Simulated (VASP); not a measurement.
# La2O: single point with PBE

Crystal: La2O.

```
CELL_PARAMETERS angstrom
-2.55633 2.55633 5.59465
2.55633 -2.55633 5.59465
2.55633 2.55633 -5.59465
ATOMIC_POSITIONS crystal
La 0.76504 0.76504 0.00000
La 0.23496 0.23496 0.00000
La 0.51504 0.01504 0.50000
La 0.98496 0.48496 0.50000
O 0.75000 0.25000 0.50000
O 0.00000 0.00000 0.00000
```

```yaml
Program: VASP 6.6.1
Task: single point
Functional: PBE
Potentials_or_basis: VASP PAW PBE potentials, release 64 (La, O)
Cutoff: 520 eV
k_mesh: 5 × 5 × 5
Occupations: gaussian, width 0.2 eV
Spin: no spin polarisation
Dipole_correction: no
Further_INCAR_settings: ALGO = Normal; EDIFF = 1e-06; NBANDS = 37
```

```json
{"Pressure": "-0.1 GPa", "Largest force": "0.053 eV/Å", "Band gap on the k mesh": "zero (bands 28 and 29 overlap by 1.18 eV)"}
```

Forces in eV/Å, atoms in the order of the input:
```
La   0.000  0.000 -0.053
La   0.000  0.000  0.053
La   0.000  0.000 -0.053
La   0.000  0.000  0.053
O    0.000  0.000  0.000
O    0.000  0.000  0.000
```

Stress tensor (GPa, compression positive):
```
-0.28  0.00  0.00
 0.00 -0.28  0.00
 0.00  0.00  0.32
```

Levels at points of the mesh, in eV from the Fermi level:
| k point | band 25 | band 26 | band 27 | band 28 | band 29 | band 30 | band 31 | band 32 |
| --- | --- | --- | --- | --- | --- | --- | --- | --- |
| (0.00, 0.00, 0.00) | -2.47 | -1.40 | -1.28 | 0.30 | 0.30 | 0.53 | 0.53 | 0.92 |

Run time: 2.4 min on 1 thread of Intel(R) Xeon(R) 6975P-C (Granite Rapids) (shared host), peak memory 0.39 GiB.

Caveat: spin-orbit coupling is left out, which moves the levels of the heavy elements.
